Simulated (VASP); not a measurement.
# LaB6 (Pm-3m) in VASP: notebook, part 2 of 2

VASP 6.6.1.

## (4) Single point, r2SCAN (volume scaled by 0.980)

Contents of POSCAR:

```
LaB6
1.0
    4.1244752118      0.0000000000      0.0000000000
    0.0000000000      4.1244752118      0.0000000000
    0.0000000000      0.0000000000      4.1244752118
La B
1 6
Direct
    0.0000000000      0.0000000000      0.0000000000
    0.1997885033      0.5000000000      0.5000000000
    0.8002114967      0.5000000000      0.5000000000
    0.5000000000      0.5000000000      0.1997885033
    0.5000000000      0.5000000000      0.8002114967
    0.5000000000      0.1997885033      0.5000000000
    0.5000000000      0.8002114967      0.5000000000
```

Contents of INCAR.step1:

```
  PREC = Accurate
  ENCUT = 520
  ISMEAR = 0
  SIGMA = 0.05
  LREAL = F
  LASPH = T
  NELM = 100
  NBANDS = 24
  GGA = PE
  ALGO = Normal
  EDIFF = 1E-4
  LWAVE = T
  LCHARG = F
```

Contents of INCAR.step2:

```
  PREC = Accurate
  ENCUT = 520
  EDIFF = 1E-7
  ISMEAR = 0
  SIGMA = 0.05
  LREAL = F
  LASPH = T
  NELM = 100
  ALGO = Normal
  ISIF = 2
  LWAVE = F
  LCHARG = F
  METAGGA = R2SCAN
  LMIXTAU = T
  NBANDS = 24
  ISTART = 1
```

Contents of KPOINTS:

```
Automatic mesh
0
Gamma
  8 8 8
```

On the command line:

```sh
$ cat potpaw_PBE.64/La/POTCAR potpaw_PBE.64/B/POTCAR > POTCAR
$ cp INCAR.step1 INCAR
$ mpirun -np 1 vasp_std > vasp.out
$ cp INCAR.step2 INCAR
$ mpirun -np 1 vasp_std > vasp.out
```

Run time: 2.6 min. Hardware: 1 thread of Intel Xeon 6975P-C, shared host; peak memory 0.23 GiB.

It converged, with:

```yaml
Free_energy: -78.2045 eV
Pressure: 3.8 GPa
Largest_force: 0.025 eV/Å
```

Forces in eV/Å, atoms in the order of the input:
```
La   0.000  0.000  0.000
B   -0.025  0.000  0.000
B    0.025  0.000  0.000
B    0.000  0.000 -0.025
B    0.000  0.000  0.025
B    0.000 -0.025  0.000
B    0.000  0.025  0.000
```

Levels at points of the mesh, in eV from the Fermi level:
```csv
k point,band 11,band 12,band 13,band 14,band 15,band 16,band 17,band 18
"(0.00, 0.00, 0.00)",-7.54,-1.99,-1.99,-1.99,0.28,0.28,0.28,1.71
"(0.50, 0.00, 0.00)",-3.73,-3.73,-3.41,-2.56,-1.58,1.72,1.72,1.77
"(0.50, 0.50, 0.00)",-4.77,-4.77,-3.08,-3.08,1.24,1.24,2.31,2.34
"(0.50, 0.50, 0.50)",-5.06,-2.54,-2.54,-2.54,1.74,2.09,2.09,2.09
```

Caveat: the cell differs from its parent crystal (volume scaled by 0.980); the PAW data sets were made with another functional, which shifts forces and pressure a little; spin-orbit coupling is left out, which moves the levels of the heavy elements.

## (5) Single point, r2SCAN

This run uses another cell than the first one, of 10.23 Å³/atom, 0.997 times its volume.

Contents of POSCAR:

```
LaB6
1.0
    4.1523441329      0.0000000000      0.0000000000
    0.0000000000      4.1523441329      0.0000000000
    0.0000000000      0.0000000000      4.1523441329
La B
1 6
Direct
    0.0000000000      0.0000000000      0.0000000000
    0.2000751123      0.5000000000      0.5000000000
    0.7999248877      0.5000000000      0.5000000000
    0.5000000000      0.5000000000      0.2000751123
    0.5000000000      0.5000000000      0.7999248877
    0.5000000000      0.2000751123      0.5000000000
    0.5000000000      0.7999248877      0.5000000000
```

Changes to INCAR.step1 since step 4:

```diff
@@ -6,3 +6,3 @@
   LASPH = T
-  NELM = 100
+  NELM = 80
   NBANDS = 24
```

Changes to INCAR.step2 since step 4:

```diff
@@ -2,3 +2,3 @@
   ENCUT = 520
-  EDIFF = 1E-7
+  EDIFF = 1E-6
   ISMEAR = 0
@@ -7,3 +7,3 @@
   LASPH = T
-  NELM = 100
+  NELM = 80
   ALGO = Normal
```

Contents of KPOINTS:

```
regular mesh
0
Gamma
  8 8 8
```

Potentials or basis: VASP PAW PBE potentials, release 64 (La, B).

On the command line:

```sh
$ cat potpaw_PBE.64/La/POTCAR potpaw_PBE.64/B/POTCAR > POTCAR
$ cp INCAR.step1 INCAR
$ mpirun -np 1 vasp_std > vasp.out
$ cp INCAR.step2 INCAR
$ mpirun -np 1 vasp_std > vasp.out
```

OUTCAR:

```text
PREC = Accurate
   ENCUT = 520
   EDIFF = 1E-6
   ISMEAR = 0
   LREAL = F
   LASPH = T
   NELM = 80
   ISIF = 2
   METAGGA = R2SCAN
   ISTART = 1

 ion  position               nearest neighbor table
   1  0.000  0.000  0.000-
   2  0.200  0.500  0.500-   3 1.66   4 1.76   5 1.76   6 1.76   7 1.76
   3  0.800  0.500  0.500-   2 1.66   4 1.76   5 1.76   6 1.76   7 1.76
   4  0.500  0.500  0.200-   5 1.66   3 1.76   2 1.76   6 1.76   7 1.76
   5  0.500  0.500  0.800-   4 1.66   3 1.76   2 1.76   6 1.76   7 1.76
   6  0.500  0.200  0.500-   7 1.66   3 1.76   4 1.76   5 1.76   2 1.76
   7  0.500  0.800  0.500-   6 1.66   3 1.76   4 1.76   5 1.76   2 1.76

  LATTYP: Found a simple cubic cell.
 ALAT       =     4.1523441329

  Lattice vectors:

 A1 = (   4.1523441329,   0.0000000000,   0.0000000000)
 A2 = (   0.0000000000,   4.1523441329,   0.0000000000)
 A3 = (   0.0000000000,   0.0000000000,   4.1523441329)

Analysis of symmetry for initial positions (statically):
=====================================================================
 Subroutine PRICEL returns:
 Original cell was already a primitive cell.

 Routine SETGRP: Setting up the symmetry group for a
 simple cubic supercell.

 Subroutine GETGRP returns: Found 48 space group operations
[... 9 lines left out ...]

 Routine SETGRP: Setting up the symmetry group for a
 simple cubic supercell.

 Subroutine GETGRP returns: Found 48 space group operations
[... 11 lines left out ...]
                                     Primitive cell

  volume of cell :      71.5946

  direct lattice vectors                    reciprocal lattice vectors
     4.152344133  0.000000000  0.000000000     0.240827824  0.000000000  0.000000000
     0.000000000  4.152344133  0.000000000     0.000000000  0.240827824  0.000000000
     0.000000000  0.000000000  4.152344133     0.000000000  0.000000000  0.240827824

  length of vectors
     4.152344133  4.152344133  4.152344133     0.240827824  0.240827824  0.240827824

  position of ions in fractional coordinates (direct lattice)
     0.000000000  0.000000000  0.000000000
     0.200075112  0.500000000  0.500000000
     0.799924888  0.500000000  0.500000000
     0.500000000  0.500000000  0.200075112
     0.500000000  0.500000000  0.799924888
     0.500000000  0.200075112  0.500000000
     0.500000000  0.799924888  0.500000000

  ion indices of the primitive-cell ions
   primitive index   ion index
                 1           1
                 2           2
                 3           3
                 4           4
                 5           5
                 6           6
                 7           7

----------------------------------------------------------------------------------------

 KPOINTS: regular mesh

Automatic generation of k-mesh.
 Grid dimensions read from file:
 generate k-points for:    8    8    8

 Generating k-lattice:

  Cartesian coordinates                     Fractional coordinates (reciprocal lattice)
     0.030103478  0.000000000  0.000000000     0.125000000  0.000000000  0.000000000
     0.000000000  0.030103478  0.000000000     0.000000000  0.125000000  0.000000000
     0.000000000  0.000000000  0.030103478     0.000000000  0.000000000  0.125000000

  Length of vectors
     0.030103478  0.030103478  0.030103478

  Shift w.r.t. Gamma in fractional coordinates (k-lattice)
     0.000000000  0.000000000  0.000000000

 Subroutine IBZKPT returns following result:
 ===========================================

 Found     35 irreducible k-points:

 Following reciprocal coordinates:
            Coordinates               Weight
  0.000000  0.000000  0.000000      1.000000
  0.125000  0.000000  0.000000      6.000000
  0.250000  0.000000  0.000000      6.000000
  0.375000  0.000000  0.000000      6.000000
  0.500000  0.000000  0.000000      3.000000
  0.125000  0.125000  0.000000     12.000000
[... 16 lines left out ...]
  0.375000  0.375000  0.125000     24.000000
  0.500000  0.375000  0.125000     24.000000
 [... further k-points ...]
   k-points           NKPTS =     35   k-points in BZ     NKDIM =     35   number of bands    NBANDS=     24
   number of dos      NEDOS =    301   number of ions     NIONS =      7
   total plane-waves  NPLWV =  32768
   dimension x,y,z NGX =    32 NGY =   32 NGZ =   32
   dimension x,y,z NGXF=    64 NGYF=   64 NGZF=   64
   ions per type =               1   6
   NGX,Y,Z   is equivalent  to a cutoff of  12.81, 12.81, 12.81 a.u.
   NGXF,Y,Z  is equivalent  to a cutoff of  25.62, 25.62, 25.62 a.u.
 SYSTEM =  unknown system
   PREC   = accura    normal or accurate (medium, high low for compatibility)
   ISTART =      1    job   : 0-new  1-cont  2-samecut
   ICHARG =      0    charge: 1-file 2-atom 10-const
   ISPIN  =      1    spin polarized calculation?
   LNONCOLLINEAR =      F non collinear calculations
   LSORBIT =      F    spin-orbit coupling
   LASPH  =      T    aspherical Exc in radial PAW
   ENCUT  =  520.0 eV  38.22 Ry    6.18 a.u.   7.72  7.72  7.72*2*pi/ulx,y,z
   NELM   =     80;   NELMIN=  2; NELMDL=  0     # of ELM steps
   EDIFF  = 0.1E-05   stopping-criterion for ELM
   LREAL  =      F    real-space projection
   EDIFFG = 0.1E-04   stopping-criterion for IOM
   NSW    =      0    number of steps for IOM
   IBRION =     -1    ionic relax: 0-MD 1-quasi-New 2-CG
   NFREE  =      0    steps in history (QN), initial steepest desc. (CG)
   ISIF   =      2    stress and relaxation
   ISYM   =      2    0-nonsym 1-usesym 2-fastsym
   POTIM  = 0.5000    time-step for ionic-motion
   TEBEG  =    0.0;   TEEND  =   0.0 temperature during run
   PSTRESS=    0.0 pullay stress
   NELECT =      29.0000    total number of electrons
   NUPDOWN=      -1.0000    fix difference up-down
   EMIN   =  10.00;   EMAX   =-10.00  energy-range for DOS
   EFERMI =   0.00;   METHOD = LEGACY
   ISMEAR =     0;   SIGMA  =   0.05  broadening in eV -4-tet -1-fermi 0-gaus
   EFERMI_NEDOS =   21; number of points for ismear=-14 and -15
   IALGO  =     38    algorithm
   IMIX   =      4    mixing-type and parameters
     AMIX     =   0.40;   BMIX     =  1.00
     AMIX_MAG =   1.60;   BMIX_MAG =  1.00
  volume/ion in A,a.u.               =      10.23        69.02
  Fermi-wavevector in a.u.,A,eV,Ry     =   1.211288  2.289003 19.962728  1.467219
  Thomas-Fermi vector in A             =   2.346808
   LORBIT       =      0    0 simple, 1 ext, 2 COOP (PROOUT), +10 PAW based schemes
   METAGGA = R2SCAN    functional components
   LHFCALC =     F    Hartree Fock is set to
   AEXX    =    0.0000 exact exchange contribution
   IVDW    =     0    specifies the selected vdW correction
   LEPSILON=     F    determine dielectric tensor
   LRPA    =     F    only Hartree local field effects (RPA)
 non-spin polarized calculation
 Gauss-broadening in eV      SIGMA  =   0.05
  energy-cutoff  :      520.00
  volume of cell :       71.59
 maximum number of plane-waves:      1956
 NGX is ok and might be reduce to    32
   NGX = 15   NGY = 15   NGZ = 15

 number of electron      29.0000003 magnetization

 Free energy of the ion-electron system (eV)
  ---------------------------------------------------
  ext. energy  EPLUGINS =         0.00000000
  ---------------------------------------------------
  free energy    TOTEN  =       -78.22175466 eV

  energy without entropy =      -78.22072679  energy(sigma->0) =      -78.22124073

 E-fermi :   8.7363     XC(G=0): -11.9424

 val. band max:        8.6046664477   @ k =   0.3750   0.2500   0.1250
 cond. band min:       8.7414342360   @ k =   0.2500   0.2500   0.0000
 fundamental gap:      0.1367677882
 Fermi energy:         8.7363296253

 k-point     1 :       0.0000    0.0000    0.0000
  band No.  band energies     occupation
      1     -25.6380      2.00000
      2      -8.9361      2.00000
      3      -8.9361      2.00000
      4      -8.9361      2.00000
      5      -7.8499      2.00000
      6       0.3524      2.00000
[... 16 lines left out ...]
     23      11.0078      0.00000
     24      12.1366      0.00000
[... 598 lines left out ...]
      2      -9.4096      2.00000
      3      -9.2764      2.00000
      4      -8.8621      2.00000
      5      -7.1599      2.00000
      6      -1.6434      2.00000
[... 16 lines left out ...]
     23      11.9649      0.00000
     24      12.2905      0.00000

 [... further k-points ...]

------------------------ aborting loop because EDIFF is reached ----------------------------------------

  FORCE on cell =-STRESS in cart. coord.  units (eV):
  Direction    XX          YY          ZZ          XY          YZ          ZX
  --------------------------------------------------------------------------------------
  -------------------------------------------------------------------------------------
  Total       -0.0069727     -0.0069727     -0.0069727     -0.0000000      0.0000000      0.0000000
  in kB       -0.1560373     -0.1560373     -0.1560373     -0.0000000      0.0000000      0.0000000
  external PRESSURE =      -0.1560373 kB  Pullay stress =       0.0000000 kB

 VOLUME and BASIS-vectors are now :
 -----------------------------------------------------------------------------
  energy-cutoff  :      520.00
  volume of cell :       71.59
      direct lattice vectors                 reciprocal lattice vectors
     4.152344133  0.000000000  0.000000000     0.240827824  0.000000000  0.000000000
     0.000000000  4.152344133  0.000000000     0.000000000  0.240827824  0.000000000
     0.000000000  0.000000000  4.152344133     0.000000000  0.000000000  0.240827824

 POSITION                                       TOTAL-FORCE (eV/Angst)
 -----------------------------------------------------------------------------------
      0.00000      0.00000      0.00000         0.000000      0.000000     -0.000000
      0.83078      2.07617      2.07617        -0.026660      0.000000      0.000000
      3.32156      2.07617      2.07617         0.026660      0.000000     -0.000000
      2.07617      2.07617      0.83078         0.000000      0.000000     -0.026660
      2.07617      2.07617      3.32156         0.000000      0.000000      0.026660
      2.07617      0.83078      2.07617         0.000000     -0.026660      0.000000
      2.07617      3.32156      2.07617        -0.000000      0.026660     -0.000000
 -----------------------------------------------------------------------------------
    total drift:                               -0.000000      0.000000     -0.000000

  FREE ENERGIE OF THE ION-ELECTRON SYSTEM (eV)
  ---------------------------------------------------
  free  energy   TOTEN  =       -78.2217546647 eV

  energy  without entropy=      -78.2207267891  energy(sigma->0) =      -78.22124073
```

Run time: 2.6 min. Hardware: 1 thread of Intel Xeon 6975P-C, shared host; peak memory 0.23 GiB.

Results:

| Property | Result |
| --- | --- |
| Free energy | -78.2218 eV |
| Pressure | 0.0 GPa |
| Largest force | 0.027 eV/Å |

Forces in eV/Å, atoms in the order of the input:
```
La   0.000  0.000  0.000
B   -0.027  0.000  0.000
B    0.027  0.000  0.000
B    0.000  0.000 -0.027
B    0.000  0.000  0.027
B    0.000 -0.027  0.000
B    0.000  0.027  0.000
```

Levels at points of the mesh, in eV from the Fermi level:
| k point | band 11 | band 12 | band 13 | band 14 | band 15 | band 16 | band 17 | band 18 |
| --- | --- | --- | --- | --- | --- | --- | --- | --- |
| (0.00, 0.00, 0.00) | -7.49 | -1.98 | -1.98 | -1.98 | 0.28 | 0.28 | 0.28 | 1.66 |
| (0.50, 0.00, 0.00) | -3.71 | -3.71 | -3.39 | -2.51 | -1.58 | 1.67 | 1.67 | 1.70 |
| (0.50, 0.50, 0.00) | -4.71 | -4.71 | -3.07 | -3.07 | 1.19 | 1.19 | 2.21 | 2.24 |
| (0.50, 0.50, 0.50) | -5.05 | -2.54 | -2.54 | -2.54 | 1.67 | 2.01 | 2.01 | 2.01 |

Caveat: the PAW data sets were made with another functional, which shifts forces and pressure a little; spin-orbit coupling is left out, which moves the levels of the heavy elements.

## (6) Single point, r2SCAN+D4

This run uses another cell than the first one, of 10.23 Å³/atom, 0.997 times its volume.

POSCAR is that of step 5.

Contents of INCAR.step1:

```
PREC = Accurate
ENCUT = 520
ISMEAR = 0
SIGMA = 0.05
LREAL = F
LASPH = T
NELM = 60
NBANDS = 24
GGA = PE
ALGO = Normal
EDIFF = 1E-4
LWAVE = T
LCHARG = F
```

Contents of INCAR.step2:

```
PREC = Accurate
ENCUT = 520
EDIFF = 1E-7
ISMEAR = 0
SIGMA = 0.05
LREAL = F
LASPH = T
NELM = 60
ALGO = Normal
ISIF = 2
LWAVE = F
LCHARG = F
METAGGA = R2SCAN
LMIXTAU = T
IVDW = 13
VDW_S6 = 1.0
VDW_S8 = 0.6018749
VDW_A1 = 0.51559235
VDW_A2 = 5.77342911
NBANDS = 24
ISTART = 1
```

Contents of KPOINTS:

```
Automatic mesh
0
Gamma
  8 8 8
```

Potentials or basis: VASP PAW PBE potentials, release 64 (La, B).

On the command line:

```sh
$ cat potpaw_PBE.64/La/POTCAR potpaw_PBE.64/B/POTCAR > POTCAR
$ cp INCAR.step1 INCAR
$ mpirun -np 1 vasp_std > vasp.out
$ cp INCAR.step2 INCAR
$ mpirun -np 1 vasp_std > vasp.out
```

OUTCAR:

```text
PREC = Accurate
   ENCUT = 520
   EDIFF = 1E-7
   ISMEAR = 0
   LREAL = F
   LASPH = T
   NELM = 60
   ISIF = 2
   METAGGA = R2SCAN
   IVDW = 13
   ISTART = 1

 ion  position               nearest neighbor table
   1  0.000  0.000  0.000-
   2  0.200  0.500  0.500-   3 1.66   4 1.76   5 1.76   6 1.76   7 1.76
   3  0.800  0.500  0.500-   2 1.66   4 1.76   5 1.76   6 1.76   7 1.76
   4  0.500  0.500  0.200-   5 1.66   3 1.76   2 1.76   6 1.76   7 1.76
   5  0.500  0.500  0.800-   4 1.66   3 1.76   2 1.76   6 1.76   7 1.76
   6  0.500  0.200  0.500-   7 1.66   3 1.76   4 1.76   5 1.76   2 1.76
   7  0.500  0.800  0.500-   6 1.66   3 1.76   4 1.76   5 1.76   2 1.76

[... 861 lines left out ...]
  Total      -0.74194    -0.74194    -0.74194     0.00000     0.00000    -0.00000
  in kB     -16.60352   -16.60352   -16.60352     0.00000     0.00000    -0.00000
  external pressure =      -16.60 kB  Pullay stress =        0.00 kB

 VOLUME and BASIS-vectors are now :
 -----------------------------------------------------------------------------
  energy-cutoff  :      520.00
  volume of cell :       71.59
      direct lattice vectors                 reciprocal lattice vectors
     4.152344133  0.000000000  0.000000000     0.240827824  0.000000000  0.000000000
     0.000000000  4.152344133  0.000000000     0.000000000  0.240827824  0.000000000
     0.000000000  0.000000000  4.152344133     0.000000000  0.000000000  0.240827824

 POSITION                                       TOTAL-FORCE (eV/Angst)
 -----------------------------------------------------------------------------------
      0.00000      0.00000      0.00000         0.000000      0.000000      0.000000
      0.83078      2.07617      2.07617        -0.030472      0.000000      0.000000
      3.32156      2.07617      2.07617         0.030472     -0.000000      0.000000
      2.07617      2.07617      0.83078         0.000000      0.000000     -0.030472
      2.07617      2.07617      3.32156         0.000000     -0.000000      0.030472
      2.07617      0.83078      2.07617         0.000000     -0.030472     -0.000000
      2.07617      3.32156      2.07617         0.000000      0.030472     -0.000000
 -----------------------------------------------------------------------------------
    total drift:                               -0.000000     -0.000000     -0.000000

  FREE ENERGIE OF THE ION-ELECTRON SYSTEM (eV)
  ---------------------------------------------------
  free  energy   TOTEN  =       -78.9371201826 eV

  energy  without entropy=      -78.9360922858  energy(sigma->0) =      -78.93660623
```

OSZICAR.step1:

```text
N       E                     dE             d eps       ncg     rms          rms(c)
DAV:   1     0.190179471480E+03    0.19018E+03   -0.10978E+04  1840   0.153E+03
DAV:   2    -0.261464547525E+02   -0.21633E+03   -0.18460E+03  1904   0.265E+02
DAV:   3    -0.523032790056E+02   -0.26157E+02   -0.25288E+02  2464   0.109E+02
DAV:   4    -0.534978477972E+02   -0.11946E+01   -0.11909E+01  2984   0.208E+01
DAV:   5    -0.535363229050E+02   -0.38475E-01   -0.38449E-01  2528   0.304E+00    0.912E+00
DAV:   6    -0.493823080818E+02    0.41540E+01   -0.92108E+00  2744   0.156E+01    0.463E+00
DAV:   7    -0.490832995406E+02    0.29901E+00   -0.39738E+00  2600   0.921E+00    0.196E+00
DAV:   8    -0.492287657068E+02   -0.14547E+00   -0.16888E+00  2936   0.126E+01    0.149E+00
DAV:   9    -0.490843241732E+02    0.14444E+00   -0.25181E-01  2912   0.388E+00    0.784E-01
DAV:  10    -0.490542634452E+02    0.30061E-01   -0.26990E-01  2976   0.399E+00    0.223E-01
DAV:  11    -0.490537974548E+02    0.46599E-03   -0.20662E-02  2728   0.115E+00    0.136E-01
DAV:  12    -0.490537773652E+02    0.20090E-04   -0.52426E-04  2664   0.142E-01
   1 F= -.49053777E+02 E0= -.49053279E+02  d E =-.996270E-03
```

It took 2.5 min on 1 thread of Intel Xeon 6975P-C, shared host; peak memory 0.23 GiB.

Results:

| Property | Result |
| --- | --- |
| Free energy | -78.9371 eV |
| Pressure | -1.7 GPa |
| Largest force | 0.030 eV/Å |
| Dispersion energy per atom | -0.102 eV |

Forces on the atoms (eV/Å):
```
La   0.000  0.000  0.000
B   -0.030  0.000  0.000
B    0.030  0.000  0.000
B    0.000  0.000 -0.030
B    0.000  0.000  0.030
B    0.000 -0.030  0.000
B    0.000  0.030  0.000
```

Caveat: the PAW data sets were made with another functional, which shifts forces and pressure a little; spin-orbit coupling is left out, which moves the levels of the heavy elements; pairwise dispersion overbinds metals, which lowers pressure and volume.

## (7) Summary

```tsv
level	cell	k mesh	gap on the mesh (eV)	pressure (GPa)	largest force (eV/Å)
PBE	a = 4.156 Å, 7 atoms	6 × 6 × 6	none	-0.3	0.03
r2SCAN	a = 4.096 Å, 7 atoms	8 × 8 × 8	none	7.9	0.03
r2SCAN	a = 4.124 Å, 7 atoms	8 × 8 × 8	none	3.8	0.03
r2SCAN	a = 4.152 Å, 7 atoms	8 × 8 × 8	none	0.0	0.03
r2SCAN+D4	a = 4.152 Å, 7 atoms	8 × 8 × 8	none	-1.7	0.03
```

Alike in all rows: task single point; potentials or basis VASP PAW PBE potentials, release 64 (La, B); no spin polarisation; cutoff (eV) 520; smearing gaussian 0.05 eV.

Caveats: spin-orbit coupling is left out, which moves the levels of the heavy elements; the PAW data sets were made with another functional, which shifts forces and pressure a little (some runs); pairwise dispersion overbinds metals, which lowers pressure and volume (some runs).

Absolute energies hang on the potentials; compare differences alone.
